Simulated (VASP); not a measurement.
# BaTe (P6_3/mmc) in VASP: notebook, part 2 of 2

VASP 6.6.1. The steps go on from the part before.

### 5 Single point, r2SCAN

This run uses another cell than the first one, of 44.54 Å³/atom, 0.943 times its volume.

POSCAR

```
BaTe
1.0
    4.8953716054      0.0000000000      0.0000000000
   -2.4476858027      4.2395161712      0.0000000000
    0.0000000000      0.0000000000      8.5840689008
Ba Te
2 2
Direct
    0.0000000000      0.0000000000      0.0000000000
    0.0000000000      0.0000000000      0.5000000000
    0.3333333333      0.6666666667      0.2500000000
    0.6666666667      0.3333333333      0.7500000000
```

INCAR.step1

```
SYSTEM = BaTe
PREC = Accurate
ENCUT = 520
ISMEAR = 0
SIGMA = 0.01
LREAL = .False.
LASPH = .True.
NELM = 80
NBANDS = 24
GGA = PE
ALGO = Normal
EDIFF = 1E-4
LWAVE = .True.
LCHARG = .False.
```

INCAR.step2

```
SYSTEM = BaTe
PREC = Accurate
ENCUT = 520
EDIFF = 1E-7
ISMEAR = 0
SIGMA = 0.01
LREAL = .False.
LASPH = .True.
NELM = 80
ALGO = Normal
ISIF = 2
LWAVE = .False.
LCHARG = .False.
METAGGA = R2SCAN
LMIXTAU = .True.
NBANDS = 24
ISTART = 1
```

KPOINTS

```
regular mesh
0
Gamma
  6 6 4
  0 0 0
```

Potentials or basis: VASP PAW PBE potentials, release 64 (Ba_sv, Te).

Command:

```sh
cat potpaw_PBE.64/Ba_sv/POTCAR potpaw_PBE.64/Te/POTCAR > POTCAR
cp INCAR.step1 INCAR
mpirun -np 1 vasp_std > vasp.out
cp INCAR.step2 INCAR
mpirun -np 1 vasp_std > vasp.out
```

OUTCAR:

```text
SYSTEM = BaTe
   PREC = Accurate
   ENCUT = 520
   EDIFF = 1E-7
   ISMEAR = 0
   LREAL = .False.
   LASPH = .True.
   NELM = 80
   ISIF = 2
   METAGGA = R2SCAN
   ISTART = 1

 ion  position               nearest neighbor table
   1  0.000  0.000  0.000-   3 3.55   4 3.55   3 3.55   4 3.55   4 3.55   3 3.55   2 4.29   2 4.29

   2  0.000  0.000  0.500-   3 3.55   4 3.55   3 3.55   4 3.55   4 3.55   3 3.55   1 4.29   1 4.29

   3  0.333  0.667  0.250-   1 3.55   2 3.55   1 3.55   2 3.55   1 3.55   2 3.55
   4  0.667  0.333  0.750-   1 3.55   2 3.55   1 3.55   2 3.55   1 3.55   2 3.55

  LATTYP: Found a hexagonal cell.
 ALAT       =     4.8953716054
 C/A-ratio  =     1.7535071069

  Lattice vectors:

 A1 = (   4.8953716054,   0.0000000000,   0.0000000000)
 A2 = (  -2.4476858027,   4.2395161712,   0.0000000000)
 A3 = (   0.0000000000,   0.0000000000,   8.5840689008)

Analysis of symmetry for initial positions (statically):
=====================================================================
 Subroutine PRICEL returns:
 Original cell was already a primitive cell.

 Routine SETGRP: Setting up the symmetry group for a
 hexagonal supercell.

 Subroutine GETGRP returns: Found 24 space group operations
 (whereof 12 operations were pure point group operations)
 out of a pool of 24 trial point group operations.

The static configuration has the point symmetry D_3d.
 The point group associated with its full space group is D_6h.

Analysis of symmetry for dynamics (positions and initial velocities):
=====================================================================
 Subroutine PRICEL returns:
 Original cell was already a primitive cell.

 Routine SETGRP: Setting up the symmetry group for a
 hexagonal supercell.

[... 118 lines left out ...]
   EMIN   =  10.00;   EMAX   =-10.00  energy-range for DOS
   EFERMI =   0.00;   METHOD = LEGACY
   ISMEAR =     0;   SIGMA  =   0.01  broadening in eV -4-tet -1-fermi 0-gaus
   EFERMI_NEDOS =   21; number of points for ismear=-14 and -15
   IALGO  =     38    algorithm
   IMIX   =      4    mixing-type and parameters
     AMIX     =   0.40;   BMIX     =  1.00
     AMIX_MAG =   1.60;   BMIX_MAG =  1.00
  volume/ion in A,a.u.               =      44.54       300.56
  Fermi-wavevector in a.u.,A,eV,Ry     =   0.923690  1.745522 11.608545  0.853204
  Thomas-Fermi vector in A             =   2.049355
   LORBIT       =      0    0 simple, 1 ext, 2 COOP (PROOUT), +10 PAW based schemes
   METAGGA = R2SCAN    functional components
   LHFCALC =     F    Hartree Fock is set to
   AEXX    =    0.0000 exact exchange contribution
   IVDW    =     0    specifies the selected vdW correction
   LEPSILON=     F    determine dielectric tensor
   LRPA    =     F    only Hartree local field effects (RPA)
 non-spin polarized calculation
 Gauss-broadening in eV      SIGMA  =   0.01
  energy-cutoff  :      520.00
  volume of cell :      178.15
 maximum number of plane-waves:      4820
   NGX = 19   NGY = 19   NGZ = 31

 number of electron      32.0000001 magnetization

 Free energy of the ion-electron system (eV)
  ---------------------------------------------------
  ext. energy  EPLUGINS =         0.00000000
  ---------------------------------------------------
  free energy    TOTEN  =      -111.74025735 eV

  energy without entropy =     -111.74025735  energy(sigma->0) =     -111.74025735

 E-fermi :   2.0628     XC(G=0):  -8.4586

 val. band max:        1.9442979462   @ k =   0.0000   0.0000   0.0000
 cond. band min:       3.9916830454   @ k =   0.5000   0.0000   0.0000
 fundamental gap:      2.0473850992
 Fermi energy:         2.0627933550

 k-point     1 :       0.0000    0.0000    0.0000
  band No.  band energies     occupation
      1     -26.1746      2.00000
      2     -26.1493      2.00000
      3     -11.3697      2.00000
      4     -10.8987      2.00000
      5     -10.8987      2.00000
      6     -10.8485      2.00000
[... 556 lines left out ...]
     23       7.2939      0.00000
     24       7.2939      0.00000

------------------------ aborting loop because EDIFF is reached ----------------------------------------

  FORCE on cell =-STRESS in cart. coord.  units (eV):
  Direction    XX          YY          ZZ          XY          YZ          ZX
  --------------------------------------------------------------------------------------
  -------------------------------------------------------------------------------------
  Total        0.3396167      0.3396167      0.4014231      0.0000000      0.0000000      0.0000000
  in kB        3.0542496      3.0542496      3.6100880      0.0000000      0.0000000      0.0000000
  external PRESSURE =       3.2395291 kB  Pullay stress =       0.0000000 kB

 VOLUME and BASIS-vectors are now :
 -----------------------------------------------------------------------------
  energy-cutoff  :      520.00
  volume of cell :      178.15
      direct lattice vectors                 reciprocal lattice vectors
     4.895371605  0.000000000  0.000000000     0.204274584  0.117937986  0.000000000
    -2.447685803  4.239516171  0.000000000     0.000000000  0.235875973  0.000000000
     0.000000000  0.000000000  8.584068901     0.000000000  0.000000000  0.116494871

 POSITION                                       TOTAL-FORCE (eV/Angst)
 -----------------------------------------------------------------------------------
      0.00000      0.00000      0.00000         0.000000     -0.000000      0.000000
      0.00000      0.00000      4.29203         0.000000     -0.000000      0.000000
     -0.00000      2.82634      2.14602         0.000000      0.000000     -0.000000
      2.44769      1.41317      6.43805        -0.000000     -0.000000      0.000000
 -----------------------------------------------------------------------------------
    total drift:                               -0.000000      0.000000     -0.000000

  FREE ENERGIE OF THE ION-ELECTRON SYSTEM (eV)
  ---------------------------------------------------
  free  energy   TOTEN  =      -111.7402573501 eV

  energy  without entropy=     -111.7402573501  energy(sigma->0) =     -111.74025735
```

OUTCAR.step1:

```text
SYSTEM = BaTe
   PREC = Accurate
   ENCUT = 520
   ISMEAR = 0
   LREAL = .False.
   LASPH = .True.
   NELM = 80
[... 793 lines left out ...]
      0.00000      0.00000      4.29203         0.000000      0.000000      0.000000
     -0.00000      2.82634      2.14602        -0.000000      0.000000      0.000000
      2.44769      1.41317      6.43805         0.000000     -0.000000     -0.000000
 -----------------------------------------------------------------------------------
    total drift:                               -0.000000      0.000000     -0.000000

  FREE ENERGIE OF THE ION-ELECTRON SYSTEM (eV)
  ---------------------------------------------------
  free  energy   TOTEN  =       -16.9628627514 eV

  energy  without entropy=      -16.9628627514  energy(sigma->0) =      -16.96286275
```

OSZICAR.step1:

```text
N       E                     dE             d eps       ncg     rms          rms(c)
DAV:   1     0.204814973109E+03    0.20481E+03   -0.12540E+04  1008   0.111E+03
DAV:   2    -0.595739171667E+00   -0.20541E+03   -0.19344E+03  1352   0.194E+02
DAV:   3    -0.164596343242E+02   -0.15864E+02   -0.15742E+02  1360   0.603E+01
DAV:   4    -0.171965896892E+02   -0.73696E+00   -0.73623E+00  1608   0.108E+01
DAV:   5    -0.172033450620E+02   -0.67554E-02   -0.67551E-02  1272   0.123E+00    0.504E+00
DAV:   6    -0.169469326973E+02    0.25641E+00   -0.47721E-01  1328   0.236E+00    0.339E+00
DAV:   7    -0.169527266263E+02   -0.57939E-02   -0.40212E-01  1424   0.253E+00    0.103E+00
DAV:   8    -0.169598696980E+02   -0.71431E-02   -0.51048E-02  1256   0.935E-01    0.219E-01
DAV:   9    -0.169618787303E+02   -0.20090E-02   -0.36662E-03  1328   0.310E-01    0.881E-02
DAV:  10    -0.169624562394E+02   -0.57751E-03   -0.35019E-04  1096   0.856E-02    0.469E-02
DAV:  11    -0.169628599283E+02   -0.40369E-03   -0.61219E-04  1000   0.126E-01    0.150E-02
DAV:  12    -0.169628627514E+02   -0.28231E-05   -0.17200E-05   912   0.228E-02
   1 F= -.16962863E+02 E0= -.16962863E+02  d E =-.212419E-28
```

It took 4.1 min on 1 thread of Intel Xeon Platinum 8488C (Sapphire Rapids), shared host; peak memory 0.35 GiB.

Results:

```
Free energy            : -111.7403 eV
Pressure               : 0.3 GPa
Band gap on the k mesh : 2.05 eV, indirect (least direct gap 2.10 eV)
```

Caveat: the PAW data sets were made with another functional, which shifts forces and pressure a little; spin-orbit coupling is left out, which moves the levels of the heavy elements. A k mesh can miss the band edges.

### 6 Single point, r2SCAN (volume changed by +3%)

POSCAR

```
BaTe
1.0
    4.9438437835      0.0000000000      0.0000000000
   -2.4719218918      4.2814943089      0.0000000000
    0.0000000000      0.0000000000      8.6690652097
Ba Te
2 2
Direct
    0.0000000000      0.0000000000      0.0000000000
    0.0000000000      0.0000000000      0.5000000000
    0.3333333333      0.6666666667      0.2500000000
    0.6666666667      0.3333333333      0.7500000000
```

INCAR.step1

```
PREC = Accurate
ENCUT = 520
ISMEAR = 0
SIGMA = 0.01
LREAL = False
LASPH = True
NELM = 80
NBANDS = 24
GGA = PE
ALGO = Normal
EDIFF = 1E-4
LWAVE = True
LCHARG = False
```

INCAR.step2

```
PREC = Accurate
ENCUT = 520
EDIFF = 1E-7
ISMEAR = 0
SIGMA = 0.01
LREAL = False
LASPH = True
NELM = 80
ALGO = Normal
ISIF = 2
LWAVE = False
LCHARG = True
METAGGA = R2SCAN
LMIXTAU = True
LELF = True
LVHAR = True
NBANDS = 24
ISTART = 1
```

KPOINTS

```
regular mesh
0
Gamma
  6 6 4
```

Potentials or basis: VASP PAW PBE potentials, release 64 (Ba_sv, Te).

Command:

```sh
cat potpaw_PBE.64/Ba_sv/POTCAR potpaw_PBE.64/Te/POTCAR > POTCAR
cp INCAR.step1 INCAR
mpirun -np 1 vasp_std > vasp.out
cp INCAR.step2 INCAR
mpirun -np 1 vasp_std > vasp.out
```

Run time: 5.1 min. Hardware: 1 thread of Intel Xeon Platinum 8488C (Sapphire Rapids), shared host; peak memory 0.39 GiB.

The run converged. Its results:

```
Free energy            : -111.7364 eV
Pressure               : -0.5 GPa
Band gap on the k mesh : 2.09 eV, indirect (least direct gap 2.14 eV)
```

Levels at points of the mesh, in eV from the valence-band top:
```
           k point  band 13  band 14  band 15  band 16  band 17  band 18  band 19  band 20
(0.00, 0.00, 0.00)    -0.91    -0.25     0.00     0.00     2.14     3.26     3.48     3.48
(0.50, 0.00, 0.00)    -1.06    -1.04    -0.78    -0.37     2.09     3.39     4.90     4.96
(0.00, 0.00, 0.50)    -0.52    -0.52    -0.52    -0.52     3.40     3.40     3.99     3.99
(0.50, 0.00, 0.50)    -0.96    -0.96    -0.73    -0.73     2.87     2.87     4.61     4.61
```

Caveat: the cell differs from its parent crystal (volume changed by +3%); the PAW data sets were made with another functional, which shifts forces and pressure a little; spin-orbit coupling is left out, which moves the levels of the heavy elements.

### 7 Single point, r2SCAN (volume changed by +6%)

POSCAR

```
BaTe
1.0
    4.9913836593      0.0000000000      0.0000000000
   -2.4956918297      4.3226650490      0.0000000000
    0.0000000000      0.0000000000      8.7524267198
Ba Te
2 2
Direct
    0.0000000000      0.0000000000      0.0000000000
    0.0000000000      0.0000000000      0.5000000000
    0.3333333333      0.6666666667      0.2500000000
    0.6666666667      0.3333333333      0.7500000000
```

INCAR.step1, as its differences from that of step 6:

```diff
@@ -6,3 +6,3 @@
 LASPH = True
-NELM = 80
+NELM = 60
 NBANDS = 24
```

INCAR.step2

```
PREC = Accurate
ENCUT = 520
EDIFF = 1E-6
ISMEAR = 0
SIGMA = 0.01
LREAL = False
LASPH = True
NELM = 60
ALGO = Normal
ISIF = 2
LWAVE = False
LCHARG = False
METAGGA = R2SCAN
LMIXTAU = True
NBANDS = 24
ISTART = 1
```

KPOINTS is that of step 6.

Command:

```sh
cat potpaw_PBE.64/Ba_sv/POTCAR potpaw_PBE.64/Te/POTCAR > POTCAR
cp INCAR.step1 INCAR
mpirun -np 1 vasp_std > vasp.out
cp INCAR.step2 INCAR
mpirun -np 1 vasp_std > vasp.out
```

Run time: 4.6 min. Hardware: 1 thread of Intel Xeon Platinum 8375C at 2.90GHz (Ice Lake), shared host; peak memory 0.41 GiB.

Results (log left out):

| Property | Result |
| --- | --- |
| Free energy | -111.7058 eV |
| Pressure | -1.3 GPa |
| Band gap on the k mesh | 2.13 eV, indirect (least direct gap 2.17 eV) |

Stress tensor (GPa, compression positive):
```
-1.23  0.00  0.00
 0.00 -1.23  0.00
 0.00  0.00 -1.39
```

Levels at points of the mesh, in eV from the valence-band top:
| k point | band 12 | band 13 | band 14 | band 15 | band 16 | band 17 | band 18 | band 19 | band 20 | band 21 |
| --- | --- | --- | --- | --- | --- | --- | --- | --- | --- | --- |
| (0.00, 0.00, 0.00) | -0.86 | -0.86 | -0.25 | 0.00 | 0.00 | 2.17 | 3.15 | 3.48 | 3.48 | 3.55 |
| (0.50, 0.00, 0.00) | -1.33 | -1.04 | -0.99 | -0.77 | -0.37 | 2.13 | 3.38 | 4.84 | 4.86 | 4.99 |
| (0.00, 0.00, 0.50) | -1.36 | -0.50 | -0.50 | -0.50 | -0.50 | 3.39 | 3.39 | 3.97 | 3.97 | 3.97 |
| (0.50, 0.00, 0.50) | -1.64 | -0.93 | -0.93 | -0.69 | -0.69 | 2.88 | 2.88 | 4.53 | 4.53 | 5.44 |

Caveat: the cell differs from its parent crystal (volume changed by +6%); the PAW data sets were made with another functional, which shifts forces and pressure a little; spin-orbit coupling is left out, which moves the levels of the heavy elements.

### 8 Summary

| level | cell | gap on the mesh (eV) | pressure (GPa) |
| --- | --- | --- | --- |
| PBE | a = 4.991, b = 4.991, c = 8.759 Å, angles 90.0, 90.0, 120.0°, 4 atoms | 1.75 | -1.2 |
| r2SCAN | a = 4.795, b = 4.795, c = 8.409 Å, angles 90.0, 90.0, 120.0°, 4 atoms | 1.94 | 2.5 |
| r2SCAN | a = 4.846, b = 4.846, c = 8.497 Å, angles 90.0, 90.0, 120.0°, 4 atoms | 2.00 | 1.3 |
| r2SCAN | a = 4.895, b = 4.895, c = 8.584 Å, angles 90.0, 90.0, 120.0°, 4 atoms | 2.05 | 0.3 |
| r2SCAN | a = 4.944, b = 4.944, c = 8.669 Å, angles 90.0, 90.0, 120.0°, 4 atoms | 2.09 | -0.5 |
| r2SCAN | a = 4.991, b = 4.991, c = 8.752 Å, angles 90.0, 90.0, 120.0°, 4 atoms | 2.13 | -1.3 |

Alike in all rows: task single point; potentials or basis VASP PAW PBE potentials, release 64 (Ba_sv, Te); no spin polarisation; k mesh 6 × 6 × 4; cutoff (eV) 520; smearing gaussian 0.01 eV.

Caveats: spin-orbit coupling is left out, which moves the levels of the heavy elements; the PAW data sets were made with another functional, which shifts forces and pressure a little (some runs).

Total energies depend on the potentials used, so only differences within one code and one set of settings carry meaning.
